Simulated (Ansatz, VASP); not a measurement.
## Two plane-wave programs on Fe3Co

File INCAR:

```
SYSTEM = Fe3Co
PREC = Accurate
ENCUT = 600
EDIFF = 1E-6
ISMEAR = 0
SIGMA = 0.1
LREAL = .False.
LASPH = .True.
NELM = 200
ALGO = Normal
ISIF = 2
LWAVE = .False.
LCHARG = .True.
ISPIN = 2
MAGMOM = 2.6 2.87 2.87 1.99
LORBIT = 11
LMAXMIX = 4
GGA = PS
LELF = .True.
LVHAR = .True.
NBANDS = 28
GGA_COMPAT = .False.
```

KPOINTS

```
Automatic mesh
0
Gamma
  2 2 4
  0 0 0
```

Contents of POSCAR:

```
Fe3Co
1.0
    4.0235794450      0.0000000000      0.0000000000
    0.0000000000      4.0235794450      0.0000000000
    0.0000000000      0.0000000000      2.8277051700
Fe Co
3 1
Direct
    0.5000000000      0.5000000000      0.0000000000
    0.5000000000      0.0000000000      0.5000000000
    0.0000000000      0.5000000000      0.5000000000
    0.0000000000      0.0000000000      0.0000000000
```

Input for Ansatz:

```yaml
crystal:
  lattice:
    - [4.023579445, 0.0, 0.0]
    - [0.0, 4.023579445, 0.0]
    - [0.0, 0.0, 2.82770517]
  atoms:
    - { symbol: Fe, position: [0.5, 0.5, 0.0], spin: 2.6 }
    - { symbol: Fe, position: [0.5, 0.0, 0.5], spin: 2.87 }
    - { symbol: Fe, position: [0.0, 0.5, 0.5], spin: 2.87 }
    - { symbol: Co, position: [0.0, 0.0, 0.0], spin: 1.99 }
basis:
  ecutwfc: 420
kpoints:
  mp_grid: { grid: [2, 2, 4] }
hamiltonian:
  xc: pbesol
scf:
  occupations: { method: gaussian, width: 0.1 }
output:
  forces: true
  stress: true
  eigenvalues: true
  populations: true
magnetization:
  spin_polarized: true
```

Alike in both runs: task single point; functional PBEsol; k mesh 2 × 2 × 4; occupations gaussian, width 0.1 eV; collinear spin.

|  | VASP | Ansatz |
| --- | --- | --- |
| version | VASP 6.6.1 | Ansatz 0.2.0 |
| potentials or method | VASP PAW PBE potentials, release 64 (Fe, Co), cutoff 600 eV | scalar-relativistic, plane waves, PAW |
| valence electrons in the cell | 33 | 65 |

Ansatz gave:

```
gap on the k mesh at the Fermi level (eV)                     : none
pressure (GPa)                                                : -4.4
traceless stress, the component that is largest in VASP (GPa) : -2.02
net moment per atom (μB)                                      : 2.47
size of the moment on the site where the two differ most (μB) : 1.94
```

**Question.** Which values does VASP return?

**Answer.** gap on the k mesh at the Fermi level (eV): none; pressure (GPa): -3.8; traceless stress, the component that is largest in VASP (GPa): -2.33; net moment per atom (μB): 2.48; size of the moment on the site where the two differ most (μB): 1.89.

VASP's potentials were made for PBE, not for PBEsol. Site moments also hang on the region over which each program counts them. A gap of «none» marks a metal or a gap that the smearing closes. VASP's potentials hold 33 valence electrons a cell and Ansatz's 65, so a difference there can come from the potentials and not from the codes.

The k mesh is coarse, so the values compare programs but aren't converged.
